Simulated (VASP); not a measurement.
Pb: relaxation of cell and atoms with LDA

Pb:

```
Pb
1.0
     0.00000    3.43900    3.43900
     3.43900    0.00000    3.43900
     3.43900    3.43900    0.00000
Pb
2
Direct
  0.25000 0.25000 0.25000
  0.00000 0.00000 0.00000
```

This isn't the form of Pb at room conditions, which is fcc.

```yaml
Program: VASP 6.6.1
Task: relaxation of cell and atoms
Functional: LDA
Potentials_or_basis: VASP PAW LDA potentials, release 64 (Pb_d)
Cutoff: 600 eV
k_mesh: 7 × 7 × 7
Occupations: fermi-dirac, width 0.05 eV
Spin: no spin polarisation
Target_pressure: 20 GPa
Dipole_correction: no
Further_INCAR_settings: ALGO = Normal; EDIFF = 1e-06; IBRION = 2; EDIFFG = -0.005; NSW = 80; ISIF = 3
```

```
Relaxed volume                                             : 29.81 Å³/atom
Relaxed cell                                               : a = 4.385 Å, b = 4.385 Å, c = 4.385 Å, α = 60.00°, β = 60.00°, γ = 60.00°
Space group after relaxing (to 0.1 Å)                      : Fd-3m (No. 227)
Energy change on relaxing (the run minimises the enthalpy) : +472.3 meV/atom
Ionic steps                                                : 20
Pressure after relaxing                                    : 20.0 GPa
Band gap on the k mesh                                     : zero (bands 14 and 15 overlap by 1.26 eV)
```

Step by step:
```
step  energy change (eV)  largest force (eV/Å)  pressure (GPa)  volume (Å³)
   1              0.0000                0.0000           -0.64        81.34
   2             14.5566                0.0000          234.37        33.94
   3              0.6291                0.0000           14.89        62.53
   4              0.7736                0.0000           17.23        61.09
   5              0.9551                0.0000           20.15        59.53
   6              0.9066                0.0000           19.41        59.93
   7              0.9088                0.0000           19.41        59.91
   8              0.9153                0.0000           19.50        59.85
   9              0.9153                0.0000           19.52        59.85
  10              0.9156                0.0000           19.51        59.85
  11              0.9161                0.0000           19.55        59.85
  12              0.9172                0.0000           19.56        59.84
  13              0.9193                0.0000           19.58        59.82
  14              0.9234                0.0000           19.64        59.79
  15              0.9319                0.0000           19.75        59.72
  16              0.9488                0.0000           20.05        59.58
  17              0.9459                0.0000           20.04        59.61
  18              0.9387                0.0000           19.94        59.66
  19              0.9430                0.0000           19.95        59.63
  20              0.9447                0.0000           19.98        59.62
```

Final structure:
```yaml
crystal:
  lattice:
    - [0.00000, 3.10060, 3.10060]
    - [3.10060, 0.00000, 3.10060]
    - [3.10060, 3.10060, 0.00000]
  atoms:
    - { symbol: Pb, position: [0.25000, 0.25000, 0.25000] }
    - { symbol: Pb, position: [0.00000, 0.00000, 0.00000] }
```

Levels at points of the mesh, in eV from the Fermi level:
```
           k point  band 11  band 12  band 13  band 14  band 15  band 16  band 17  band 18
(0.00, 0.00, 0.00)   -13.46    -2.06     0.60     0.60     0.60     2.59     2.59     2.59
```

It took 7.3 min on 1 thread of Intel Xeon 8259CL, on a shared host, peak memory 0.22 GiB.

Caveat: the cell is relaxed towards a set pressure, so the run minimises the enthalpy, not the energy; the volume moved by over 15 % at a fixed basis, so the end points are rough; spin-orbit coupling is left out, which moves the levels of the heavy elements.
